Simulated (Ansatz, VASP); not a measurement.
# Two plane-wave programs on Pd

Contents of INCAR:

```
PREC = Accurate
ENCUT = 520
EDIFF = 1E-7
ISMEAR = 0
SIGMA = 0.15
LREAL = F
LASPH = T
NELM = 100
ALGO = Fast
ISIF = 2
LWAVE = F
LCHARG = T
GGA = PE
LELF = T
LVHAR = T
NBANDS = 11
```

File KPOINTS:

```
Automatic mesh
0
Gamma
  20 20 20
```

The input POSCAR:

```
Pd
1.0
    0.0291735000      1.9449000000      1.9449000000
    1.9740735000      0.0000000000      1.9740735000
    1.9449000000      1.9449000000      0.0291735000
Pd
1
Direct
    0.0000000000      0.0000000000      0.0000000000
```

Input for Ansatz:

```yaml
crystal:
  lattice:
    - [0.0291735, 1.9449, 1.9449]
    - [1.9740735, 0.0, 1.9740735]
    - [1.9449, 1.9449, 0.0291735]
  atoms:
    - { symbol: Pd, position: [0.0, 0.0, 0.0] }
basis:
  ecutwfc: 420
kpoints:
  mp_grid: { grid: [20, 20, 20] }
hamiltonian:
  xc: pbe
scf:
  occupations: { method: gaussian, width: 0.15 }
output:
  forces: true
  stress: true
  eigenvalues: true
```

Change from the starting cell: strain +0.0300 x Voigt [0, 0, 0, 0, 1, 0], atoms carried along.

Alike in both runs: task single point; functional PBE; k mesh 20 × 20 × 20; occupations gaussian, width 0.15 eV; no spin polarisation.

|  | VASP | Ansatz |
| --- | --- | --- |
| version | VASP 6.6.1 | Ansatz 0.2.0 |
| potentials or method | VASP PAW PBE potentials, release 64 (Pd), cutoff 520 eV | scalar-relativistic, plane waves, PAW |
| valence electrons in the cell | 10 | 18 |

```csv
,VASP,Ansatz,Ansatz less VASP
gap on the k mesh at the Fermi level (eV),none,none,-
pressure (GPa),7.5,7.9,+0.32
"traceless stress, the component that is largest in VASP (GPa)",-2.45,-2.46,-0.011
```

A gap of «none» marks a metal or a gap that the smearing closes. VASP's potentials hold 10 valence electrons a cell and Ansatz's 18, so a difference there can come from the potentials and not from the codes.
